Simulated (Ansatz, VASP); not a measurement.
## WSe2 in VASP and in Ansatz

File INCAR:

```
SYSTEM = WSe2
PREC = Accurate ; ENCUT = 520
EDIFF = 1E-6 ; ISMEAR = 0
SIGMA = 0.02 ; LREAL = .FALSE.
LASPH = .TRUE. ; NELM = 80
ALGO = Normal ; ISIF = 2
LWAVE = .FALSE. ; LCHARG = .TRUE.
LDIPOL = .TRUE. ; IDIPOL = 3
DIPOL = 0.5 0.5 0.500 ; GGA = PE
IVDW = 12 ; LELF = .TRUE.
LVHAR = .TRUE. ; LVACPOTAV = .TRUE.
NBANDS = 20
```

The input KPOINTS:

```
regular mesh
0
G
  9 9 1
  0 0 0
```

The input POSCAR:

```
WSe2
1.0
    3.3730000000      0.0000000000      0.0000000000
   -1.6865000000      2.9211036870      0.0000000000
    0.0000000000      0.0000000000     32.7373831004
Se W
2 1
Direct
    0.3333333333      0.6666666667      0.4485450625
    0.3333333333      0.6666666667      0.5514549375
    0.6666666667      0.3333333333      0.5000000000
```

Input for Ansatz:

```yaml
crystal:
  lattice:
    - [3.373, 0.0, 0.0]
    - [-1.6865, 2.921103687, 0.0]
    - [0.0, 0.0, 32.7373831004]
  atoms:
    - { symbol: Se, position: [0.3333333333, 0.6666666667, 0.4485450625] }
    - { symbol: W, position: [0.6666666667, 0.3333333333, 0.5] }
    - { symbol: Se, position: [0.3333333333, 0.6666666667, 0.5514549375] }
  periodic: [true, true, false]
basis:
  ecutwfc: 420
kpoints:
  mp_grid: { grid: [9, 9, 1] }
hamiltonian:
  xc: pbe
  pseudopotentials: { kind: paw, azcp: { folder: soft_1 } }
  dispersion: d3bj
scf:
  occupations: { method: gaussian, width: 0.02 }
output:
  forces: true
  stress: true
  eigenvalues: true
  write_density: true
  write_potential: true
  elf: true
  volumetric_format: npy
```

Alike in both runs: task single point; functional PBE; dispersion D3(BJ); k mesh 9 × 9 × 1; occupations gaussian, width 0.02 eV; no spin polarisation.

|  | VASP | Ansatz |
| --- | --- | --- |
| version | VASP 6.6.1 | Ansatz 0.2.0 |
| potentials or method | VASP PAW PBE potentials, release 64 (Se, W_sv), cutoff 520 eV | scalar-relativistic, plane waves, PAW |
| valence electrons in the cell | 26 | 46 |

```csv
,VASP,Ansatz,Ansatz less VASP
gap on the k mesh at the Fermi level (eV),1.41,1.41,+0.003
least direct gap on the mesh (eV),1.41,1.41,+0.003
rms of the force components (eV/Å),0.225,0.244,+0.0188
```

VASP's potentials hold 26 valence electrons a cell and Ansatz's 46, so a difference there can come from the potentials and not from the codes.

Neither program's run includes spin-orbit coupling.
